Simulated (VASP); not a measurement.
**Ge2N: single point with PBE**

The system is Ge2N.

```
CELL_PARAMETERS angstrom
4.18666 0.00000 0.00000
0.00000 4.18666 0.00000
0.00000 0.00000 5.46370
ATOMIC_POSITIONS crystal
Ge 0.50000 0.00000 0.45091
Ge 0.50000 0.00000 0.95091
Ge 0.00000 0.50000 0.04909
Ge 0.00000 0.50000 0.54909
N 0.00000 0.00000 0.00000
N 0.50000 0.50000 0.50000
```

| Quantity | Value |
| --- | --- |
| Program | VASP 6.6.1 |
| Task | single point |
| Functional | PBE |
| Potentials or basis | VASP PAW PBE potentials, release 64 (Ge_d, N) |
| Cutoff | 520 eV |
| k mesh | 10 × 10 × 8 |
| Occupations | gaussian, width 0.1 eV |
| Spin | no spin polarisation |
| Dipole correction | no |
| Further INCAR settings | ALGO = Normal; EDIFF = 1e-06; NBANDS = 42 |

```
Pressure               : 0.0 GPa
Band gap on the k mesh : zero (band 33 reaches 7.67 eV, above the bottom of band 34 at 4.82 eV)
```

Stress tensor (GPa, compression positive):
```
 0.05  0.00  0.00
 0.00  0.05  0.00
 0.00  0.00 -0.07
```

Levels at points of the mesh, in eV from the Fermi level:
| k point | band 29 | band 30 | band 31 | band 32 | band 33 | band 34 | band 35 | band 36 | band 37 | band 38 |
| --- | --- | --- | --- | --- | --- | --- | --- | --- | --- | --- |
| (0.00, 0.00, 0.00) | -5.07 | -5.02 | -2.49 | -1.87 | -0.79 | 1.46 | 2.43 | 2.43 | 2.87 | 2.87 |
| (0.50, 0.00, 0.00) | -4.28 | -4.28 | -0.19 | -0.19 | 0.15 | 0.15 | 0.99 | 0.99 | 2.02 | 2.02 |
| (0.50, 0.50, 0.00) | -2.91 | -2.91 | -2.74 | -2.74 | 0.57 | 0.57 | 1.93 | 1.93 | 4.69 | 4.69 |
| (0.00, 0.00, 0.50) | -5.61 | -5.61 | -2.16 | -2.16 | 1.98 | 1.98 | 2.03 | 2.03 | 2.59 | 2.59 |
| (0.50, 0.00, 0.50) | -2.89 | -2.89 | 0.53 | 0.53 | 0.62 | 0.62 | 0.94 | 0.94 | 1.95 | 1.95 |
| (0.50, 0.50, 0.50) | -0.89 | -0.89 | -0.29 | -0.29 | -0.29 | -0.29 | 3.13 | 3.13 | 3.69 | 3.69 |

Wall time 2.5 min on 1 thread of Intel(R) Xeon(R) 6975P-C (Granite Rapids), with other jobs on the host, peak memory 0.41 GiB.
